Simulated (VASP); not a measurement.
# MgO (Fm-3m) in VASP: notebook

Runs on MgO. Level: PBE. Tasks: single point.

All numbers are computed with VASP 6.6.1; they aren't measurements. Logs are shortened: lines on timing, memory, paths and dates and some standing lists are left out, and cuts for length are marked.

**The experiment to reproduce.**

From “Electronic structure of alkaline earth and post-transition metal oxides”, 2009, arxiv:0908.1581, for a bulk crystal of MgO: band gap 7.83 eV.

The results are compared with them further down.

## Step 1: The cell of the first run

It takes space group Fm-3m (No. 225, cubic). The conventional cell has a = 4.257 Å, b = 4.257 Å, c = 4.257 Å, α = 90.00°, β = 90.00°, γ = 90.00°. Within 2.8 Å of Mg (site symmetry m-3m) lie 6 O at 2.13 Å. O (site symmetry m-3m) has 6 Mg at 2.13 Å within 2.8 Å.

## Step 2: Single point, PBE

Contents of INCAR:

```
SYSTEM = MgO
  PREC = Accurate
  ENCUT = 520
  EDIFF = 1E-6
  ISMEAR = -1
  SIGMA = 0.05
  LREAL = .False.
  LASPH = .True.
  NELM = 100
  ALGO = Normal
  ISIF = 2
  LWAVE = .False.
  LCHARG = .True.
  GGA = PE
  LELF = .True.
  LVHAR = .True.
  NBANDS = 11
```

Contents of KPOINTS:

```
regular mesh
0
Gamma
  9 9 9
  0 0 0
```

Contents of POSCAR:

```
MgO
1.0
    0.0000000000      2.1285000000      2.1285000000
    2.1285000000      0.0000000000      2.1285000000
    2.1285000000      2.1285000000      0.0000000000
Mg O
1 1
Direct
    0.0000000000      0.0000000000      0.0000000000
    0.5000000000      0.5000000000      0.5000000000
```

Potentials or basis: VASP PAW PBE potentials, release 64 (Mg, O).

Launch:

```console
> cat potpaw_PBE.64/Mg/POTCAR potpaw_PBE.64/O/POTCAR > POTCAR
> mpirun -np 1 vasp_std > vasp.out
```

OUTCAR:

```text
SYSTEM = MgO
   PREC = Accurate
   ENCUT = 520
   EDIFF = 1E-6
   ISMEAR = -1
   LREAL = .False.
   LASPH = .True.
   NELM = 100
   ISIF = 2
   GGA = PE

 ion  position               nearest neighbor table
   1  0.000  0.000  0.000-   2 2.13   2 2.13   2 2.13   2 2.13   2 2.13   2 2.13
   2  0.500  0.500  0.500-   1 2.13   1 2.13   1 2.13   1 2.13   1 2.13   1 2.13

  LATTYP: Found a face centered cubic cell.
 ALAT       =     4.2570000000

  Lattice vectors:

 A1 = (   0.0000000000,   2.1285000000,   2.1285000000)
 A2 = (   2.1285000000,   0.0000000000,   2.1285000000)
 A3 = (   2.1285000000,   2.1285000000,   0.0000000000)

Analysis of symmetry for initial positions (statically):
=====================================================================
 Subroutine PRICEL returns:
 Original cell was already a primitive cell.

 Routine SETGRP: Setting up the symmetry group for a
 face centered cubic supercell.

 Subroutine GETGRP returns: Found 48 space group operations
 (whereof 48 operations were pure point group operations)
 out of a pool of 48 trial point group operations.

The static configuration has the point symmetry O_h .

Analysis of symmetry for dynamics (positions and initial velocities):
=====================================================================
 Subroutine PRICEL returns:
 Original cell was already a primitive cell.

 Routine SETGRP: Setting up the symmetry group for a
 face centered cubic supercell.

 Subroutine GETGRP returns: Found 48 space group operations
 (whereof 48 operations were pure point group operations)
 out of a pool of 48 trial point group operations.

The dynamic configuration has the point symmetry O_h .

 Subroutine INISYM returns: Found 48 space group operations
 (whereof 48 operations are pure point group operations),
 and found     1 'primitive' translations

----------------------------------------------------------------------------------------

                                     Primitive cell

  volume of cell :      19.2864

  direct lattice vectors                    reciprocal lattice vectors
     0.000000000  2.128500000  2.128500000    -0.234907212  0.234907212  0.234907212
     2.128500000  0.000000000  2.128500000     0.234907212 -0.234907212  0.234907212
     2.128500000  2.128500000  0.000000000     0.234907212  0.234907212 -0.234907212

  length of vectors
     3.010153568  3.010153568  3.010153568     0.406871226  0.406871226  0.406871226

  position of ions in fractional coordinates (direct lattice)
     0.000000000  0.000000000  0.000000000
     0.500000000  0.500000000  0.500000000

  ion indices of the primitive-cell ions
   primitive index   ion index
                 1           1
                 2           2

----------------------------------------------------------------------------------------

 KPOINTS: regular mesh

Automatic generation of k-mesh.
 Grid dimensions read from file:
 generate k-points for:    9    9    9

 Generating k-lattice:

  Cartesian coordinates                     Fractional coordinates (reciprocal lattice)
    -0.026100801  0.026100801  0.026100801     0.111111111  0.000000000  0.000000000
     0.026100801 -0.026100801  0.026100801     0.000000000  0.111111111  0.000000000
     0.026100801  0.026100801 -0.026100801     0.000000000  0.000000000  0.111111111

  Length of vectors
     0.045207914  0.045207914  0.045207914

  Shift w.r.t. Gamma in fractional coordinates (k-lattice)
     0.000000000  0.000000000  0.000000000

 Subroutine IBZKPT returns following result:
 ===========================================

 Found     35 irreducible k-points:

 Following reciprocal coordinates:
            Coordinates               Weight
  0.000000  0.000000  0.000000      1.000000
  0.111111  0.000000  0.000000      8.000000
  0.222222  0.000000  0.000000      8.000000
  0.333333  0.000000  0.000000      8.000000
  0.444444  0.000000  0.000000      8.000000
  0.111111  0.111111  0.000000      6.000000
[... 16 lines left out ...]
 -0.333333  0.333333  0.000000     12.000000
  0.444444  0.444444  0.000000      6.000000
 [... further k-points ...]
   k-points           NKPTS =     35   k-points in BZ     NKDIM =     35   number of bands    NBANDS=     11
   number of dos      NEDOS =    301   number of ions     NIONS =      2
   total plane-waves  NPLWV =  13824
   dimension x,y,z NGX =    24 NGY =   24 NGZ =   24
   dimension x,y,z NGXF=    48 NGYF=   48 NGZF=   48
   ions per type =               1   1
   NGX,Y,Z   is equivalent  to a cutoff of  13.25, 13.25, 13.25 a.u.
   NGXF,Y,Z  is equivalent  to a cutoff of  26.51, 26.51, 26.51 a.u.
 SYSTEM =  MgO
   PREC   = accura    normal or accurate (medium, high low for compatibility)
   ISTART =      0    job   : 0-new  1-cont  2-samecut
   ICHARG =      2    charge: 1-file 2-atom 10-const
   ISPIN  =      1    spin polarized calculation?
   LNONCOLLINEAR =      F non collinear calculations
   LSORBIT =      F    spin-orbit coupling
   LASPH  =      T    aspherical Exc in radial PAW
   ENCUT  =  520.0 eV  38.22 Ry    6.18 a.u.   5.60  5.60  5.60*2*pi/ulx,y,z
   NELM   =    100;   NELMIN=  2; NELMDL= -5     # of ELM steps
   EDIFF  = 0.1E-05   stopping-criterion for ELM
   LREAL  =      F    real-space projection
   EDIFFG = 0.1E-04   stopping-criterion for IOM
   NSW    =      0    number of steps for IOM
   IBRION =     -1    ionic relax: 0-MD 1-quasi-New 2-CG
   NFREE  =      0    steps in history (QN), initial steepest desc. (CG)
   ISIF   =      2    stress and relaxation
   ISYM   =      2    0-nonsym 1-usesym 2-fastsym
   POTIM  = 0.5000    time-step for ionic-motion
   TEBEG  =    0.0;   TEEND  =   0.0 temperature during run
   PSTRESS=    0.0 pullay stress
   NELECT =       8.0000    total number of electrons
   NUPDOWN=      -1.0000    fix difference up-down
   EMIN   =  10.00;   EMAX   =-10.00  energy-range for DOS
   EFERMI =   0.00;   METHOD = LEGACY
   ISMEAR =    -1;   SIGMA  =   0.05  broadening in eV -4-tet -1-fermi 0-gaus
   EFERMI_NEDOS =   21; number of points for ismear=-14 and -15
   IALGO  =     38    algorithm
   IMIX   =      4    mixing-type and parameters
     AMIX     =   0.40;   BMIX     =  1.00
     AMIX_MAG =   1.60;   BMIX_MAG =  1.00
  volume/ion in A,a.u.               =       9.64        65.08
  Fermi-wavevector in a.u.,A,eV,Ry     =   1.220922  2.307208 20.281524  1.490650
  Thomas-Fermi vector in A             =   2.356122
   LORBIT       =      0    0 simple, 1 ext, 2 COOP (PROOUT), +10 PAW based schemes
   GGA     = PE    functional components
   LHFCALC =     F    Hartree Fock is set to
   AEXX    =    0.0000 exact exchange contribution
   IVDW    =     0    specifies the selected vdW correction
   LEPSILON=     F    determine dielectric tensor
   LRPA    =     F    only Hartree local field effects (RPA)
 non-spin polarized calculation
  energy-cutoff  :      520.00
  volume of cell :       19.29
 maximum number of plane-waves:       534
   NGX = 11   NGY = 11   NGZ = 11

 number of electron       8.0000004 magnetization

 Free energy of the ion-electron system (eV)
  ---------------------------------------------------
  ext. energy  EPLUGINS =         0.00000000
  ---------------------------------------------------
  free energy    TOTEN  =       -11.91148995 eV

  energy without entropy =      -11.91148995  energy(sigma->0) =      -11.91148995

 E-fermi :   3.9309     XC(G=0): -10.9288

 val. band max:        2.9521790015   @ k =   0.0000   0.0000   0.0000
 cond. band min:       7.3749060382   @ k =   0.0000   0.0000   0.0000
 fundamental gap:      4.4227270368
 Fermi energy:         3.9309359574

 k-point     1 :       0.0000    0.0000    0.0000
  band No.  band energies     occupation
      1     -14.1512      2.00000
      2       2.9522      2.00000
      3       2.9522      2.00000
      4       2.9522      2.00000
      5       7.3749      0.00000
      6      18.5710      0.00000
      7      18.5710      0.00000
      8      18.5710      0.00000
      9      22.4048      0.00000
     10      24.1424      0.00000
     11      24.1424      0.00000

 k-point     2 :       0.1111    0.0000    0.0000
  band No.  band energies     occupation
      1     -14.0285      2.00000
      2       2.1778      2.00000
      3       2.8741      2.00000
      4       2.8741      2.00000
      5       8.1313      0.00000
      6      17.1380      0.00000
      7      18.8470      0.00000
      8      18.8470      0.00000
      9      23.2544      0.00000
     10      23.2544      0.00000
     11      24.2203      0.00000

 k-point     3 :       0.2222    0.0000    0.0000
  band No.  band energies     occupation
      1     -13.6992      2.00000
      2       0.7177      2.00000
      3       2.6839      2.00000
      4       2.6839      2.00000
      5       9.4613      0.00000
      6      15.5661      0.00000
      7      19.3036      0.00000
      8      19.3036      0.00000
      9      22.6568      0.00000
     10      22.6568      0.00000
     11      24.5955      0.00000

 k-point     4 :       0.3333    0.0000    0.0000
  band No.  band energies     occupation
      1     -13.2863      2.00000
      2      -0.6203      2.00000
      3       2.4789      2.00000
      4       2.4789      2.00000
      5      10.3675      0.00000
      6      15.0040      0.00000
      7      19.2241      0.00000
      8      19.2241      0.00000
      9      23.5012      0.00000
     10      23.5012      0.00000
     11      23.8789      0.00000
[... 239 lines left out ...]
 k-point    22 :      -0.4444    0.3333    0.0000
  band No.  band energies     occupation
      1     -12.7136      2.00000
      2      -0.6074      2.00000
      3       0.6833      2.00000
      4       1.8372      2.00000
      5      12.7445      0.00000
      6      14.0574      0.00000
      7      15.3700      0.00000
      8      20.6681      0.00000
      9      20.8806      0.00000
     10      28.1016      0.00000
     11      29.3910      0.00000

 k-point    23 :      -0.3333    0.3333    0.0000
  band No.  band energies     occupation
      1     -12.7281      2.00000
      2      -0.1702      2.00000
      3      -0.0092      2.00000
      4       1.9945      2.00000
      5      13.0515      0.00000
      6      14.9020      0.00000
      7      15.0664      0.00000
      8      20.3023      0.00000
      9      21.3729      0.00000
     10      25.8130      0.00000
     11      29.9182      0.00000

 k-point    24 :       0.4444    0.4444    0.0000
  band No.  band energies     occupation
      1     -12.7444      2.00000
      2      -0.9355      2.00000
      3       1.6810      2.00000
      4       1.6810      2.00000
      5      12.1320      0.00000
      6      12.5566      0.00000
      7      15.7307      0.00000
      8      21.3607      0.00000
      9      21.3607      0.00000
     10      27.8744      0.00000
     11      29.0370      0.00000

 [... further k-points ...]
[... 5 lines left out ...]
  --------------------------------------------------------------------------------------
  -------------------------------------------------------------------------------------
  Total       -0.1303588     -0.1303588     -0.1303588     -0.0000000      0.0000000     -0.0000000
  in kB      -10.8292905    -10.8292905    -10.8292905     -0.0000000      0.0000000     -0.0000000
  external PRESSURE =     -10.8292905 kB  Pullay stress =       0.0000000 kB

 VOLUME and BASIS-vectors are now :
 -----------------------------------------------------------------------------
  energy-cutoff  :      520.00
  volume of cell :       19.29
      direct lattice vectors                 reciprocal lattice vectors
     0.000000000  2.128500000  2.128500000    -0.234907212  0.234907212  0.234907212
     2.128500000  0.000000000  2.128500000     0.234907212 -0.234907212  0.234907212
     2.128500000  2.128500000  0.000000000     0.234907212  0.234907212 -0.234907212

 POSITION                                       TOTAL-FORCE (eV/Angst)
 -----------------------------------------------------------------------------------
      0.00000      0.00000      0.00000         0.000000      0.000000      0.000000
      2.12850      2.12850      2.12850        -0.000000     -0.000000     -0.000000
 -----------------------------------------------------------------------------------
    total drift:                               -0.000000     -0.000000      0.000000

  FREE ENERGIE OF THE ION-ELECTRON SYSTEM (eV)
  ---------------------------------------------------
  free  energy   TOTEN  =       -11.9114899470 eV

  energy  without entropy=      -11.9114899469  energy(sigma->0) =      -11.91148995
```

Run time: 4.2 s. Hardware: 1 thread of Intel Xeon Platinum 8488C (Sapphire Rapids), shared host; peak memory 0.14 GiB.

Results:

```yaml
Free_energy: -11.9115 eV
Pressure: -1.1 GPa
Band_gap_on_the_k_mesh: 4.42 eV, direct
```

## Step 3: Single point, PBE

Contents of INCAR:

```
PREC = Accurate
ENCUT = 600
EDIFF = 1E-6
ISMEAR = -1
SIGMA = 0.05
LREAL = F
LASPH = T
NELM = 120
ALGO = Normal
ISIF = 2
LWAVE = F
LCHARG = F
GGA = PE
NBANDS = 11
GGA_COMPAT = F
```

Contents of KPOINTS:

```
regular mesh
0
Gamma
  5 5 5
```

POSCAR is that of step 2.

Potentials or basis: VASP PAW PBE potentials, release 64 (Mg, O).

Launch:

```console
> cat potpaw_PBE.64/Mg/POTCAR potpaw_PBE.64/O/POTCAR > POTCAR
> mpirun -np 1 vasp_std > vasp.out
```

Run time: 7.2 s. Hardware: 1 thread of Intel Xeon 8259CL, shared host; peak memory 0.13 GiB.

The run converged. Its results:

```
Free energy            : -11.9124 eV
Pressure               : -1.4 GPa
Band gap on the k mesh : 4.42 eV, direct
```

Levels at points of the mesh, in eV from the valence-band top:
| k point | band 1 | band 2 | band 3 | band 4 | band 5 | band 6 | band 7 | band 8 | band 9 |
| --- | --- | --- | --- | --- | --- | --- | --- | --- | --- |
| (0.00, 0.00, 0.00) | -17.10 | 0.00 | 0.00 | 0.00 | 4.42 | 15.62 | 15.62 | 15.62 | 19.45 |

Caveat: the k points lie up to 0.51 Å⁻¹ apart.

## Step 4: Single point, PBE

Contents of INCAR:

```
ALGO = Normal
EDIFF = 1E-6
ENCUT = 600
GGA = PE
GGA_COMPAT = False
ISIF = 2
ISMEAR = -1
LASPH = True
LCHARG = False
LREAL = False
LWAVE = False
NBANDS = 11
NELM = 120
PREC = Accurate
SIGMA = 0.05
```

Contents of KPOINTS:

```
k-points
0
Gamma
  9 9 9
```

POSCAR is that of step 3.

Launch:

```console
> cat potpaw_PBE.64/Mg/POTCAR potpaw_PBE.64/O/POTCAR > POTCAR
> mpirun -np 1 vasp_std > vasp.out
```

Run time: 13 s. Hardware: 1 thread of Intel Xeon 8259CL, shared host; peak memory 0.14 GiB.

It converged, with:

```
Free energy            : -11.9146 eV
Pressure               : -1.4 GPa
Band gap on the k mesh : 4.42 eV, direct
```

Levels at points of the mesh, in eV from the valence-band top:
```tsv
k point	band 2	band 3	band 4	band 5	band 6	band 7
(0.00, 0.00, 0.00)	0.00	0.00	0.00	4.42	15.62	15.62
```

## Step 5: Single point, PBE

Contents of INCAR:

```
PREC     = Accurate       # precision mode
ENCUT    = 600            # plane-wave cutoff, eV
EDIFF    = 1E-6           # SCF threshold, eV
ISMEAR   = -1             # smearing method
SIGMA    = 5E-4           # smearing width, eV
LREAL    = F              # projectors in reciprocal space
LASPH    = T              # aspherical terms in the spheres
NELM     = 120            # most SCF steps
ALGO     = Normal         # electronic algorithm
ISIF     = 2              # what is computed and relaxed
LWAVE    = F              # write WAVECAR
LCHARG   = F              # write CHGCAR
GGA      = PE             # functional
NBANDS   = 11             # bands
GGA_COMPAT= F
```

Contents of KPOINTS:

```
Automatic mesh
0
Gamma
  9 9 9
```

POSCAR is that of step 4.

Launch:

```console
> cat potpaw_PBE.64/Mg/POTCAR potpaw_PBE.64/O/POTCAR > POTCAR
> mpirun -np 1 vasp_std > vasp.out
```

Run time: 12 s. Hardware: 1 thread of Intel Xeon 8259CL, shared host; peak memory 0.14 GiB.

Results (log left out):

| Quantity | Value |
| --- | --- |
| Free energy | -11.9146 eV |
| Pressure | -1.4 GPa |
| Band gap on the k mesh | 4.42 eV, direct |

Levels at points of the mesh, in eV from the valence-band top:
| k point | band 1 | band 2 | band 3 | band 4 | band 5 | band 6 | band 7 | band 8 | band 9 |
| --- | --- | --- | --- | --- | --- | --- | --- | --- | --- |
| (0.00, 0.00, 0.00) | -17.10 | 0.00 | 0.00 | 0.00 | 4.42 | 15.62 | 15.62 | 15.62 | 19.45 |

## Step 6: Single point, PBE

Contents of INCAR:

```
SYSTEM = MgO
  PREC = Accurate
  ENCUT = 600
  EDIFF = 1E-6
  ISMEAR = 0
  SIGMA = 0.01
  LREAL = .False.
  LASPH = .True.
  NELM = 120
  ALGO = Normal
  ISIF = 2
  LWAVE = .False.
  LCHARG = .False.
  GGA = PE
  NBANDS = 11
  GGA_COMPAT = .False.
```

Contents of KPOINTS:

```
regular mesh
0
Gamma
  9 9 9
  0 0 0
```

POSCAR is that of step 5.

Potentials or basis: VASP PAW PBE potentials, release 64 (Mg, O).

Launch:

```console
> cat potpaw_PBE.64/Mg/POTCAR potpaw_PBE.64/O/POTCAR > POTCAR
> mpirun -np 1 vasp_std > vasp.out
```

Wall time 13 s (1 thread of Intel Xeon 8259CL, shared host); peak memory 0.14 GiB.

It converged, with:

| Quantity | Value |
| --- | --- |
| Free energy | -11.9146 eV |
| Pressure | -1.4 GPa |
| Band gap on the k mesh | 4.42 eV, direct |

Levels at points of the mesh, in eV from the valence-band top:
```tsv
k point	band 2	band 3	band 4	band 5	band 6	band 7
(0.00, 0.00, 0.00)	0.00	0.00	0.00	4.42	15.62	15.62
```

## Step 7: The runs side by side

```tsv
k mesh	cutoff (eV)	smearing	gap on the mesh (eV)	pressure (GPa)
9 × 9 × 9	520	fermi-dirac 0.05 eV	4.42	-1.1
5 × 5 × 5	600	fermi-dirac 0.05 eV	4.42	-1.4
9 × 9 × 9	600	fermi-dirac 0.05 eV	4.42	-1.4
9 × 9 × 9	600	fermi-dirac 0.0005 eV	4.42	-1.4
9 × 9 × 9	600	gaussian 0.01 eV	4.42	-1.4
```

Alike in all rows: task single point; level PBE; potentials or basis VASP PAW PBE potentials, release 64 (Mg, O); no spin polarisation; cell as given.

Caveats: some runs use coarse meshes.

Total energies depend on the potentials used, so only differences within one code and one set of settings carry meaning.

## Step 8: Against experiment

Step 2. Measured gap of MgO: 7.83 eV (quoted in “Electronic structure of alkaline earth and post-transition metal oxides”, 2009, arxiv:0908.1581). This calculation gives 4.42 eV (-3.41 eV). The value is that of PBE, without temperature or zero-point motion. Semilocal functionals fall short of measured gaps as a rule.

Step 4. A measured gap of MgO is 7.83 eV (quoted in “Electronic structure of alkaline earth and post-transition metal oxides”, 2009, arxiv:0908.1581); the calculated 4.42 eV misses it by -3.41 eV. The value is that of PBE, without temperature or zero-point motion. Semilocal functionals fall short of measured gaps as a rule.

Step 5. Measured gap of MgO: 7.83 eV (quoted in “Electronic structure of alkaline earth and post-transition metal oxides”, 2009, arxiv:0908.1581). This calculation gives 4.42 eV (-3.41 eV). The value is that of PBE, without temperature or zero-point motion. Semilocal functionals fall short of measured gaps as a rule.

Step 6. A measured gap of MgO is 7.83 eV (quoted in “Electronic structure of alkaline earth and post-transition metal oxides”, 2009, arxiv:0908.1581); the calculated 4.42 eV misses it by -3.41 eV. The value is that of PBE, without temperature or zero-point motion. Semilocal functionals fall short of measured gaps as a rule.
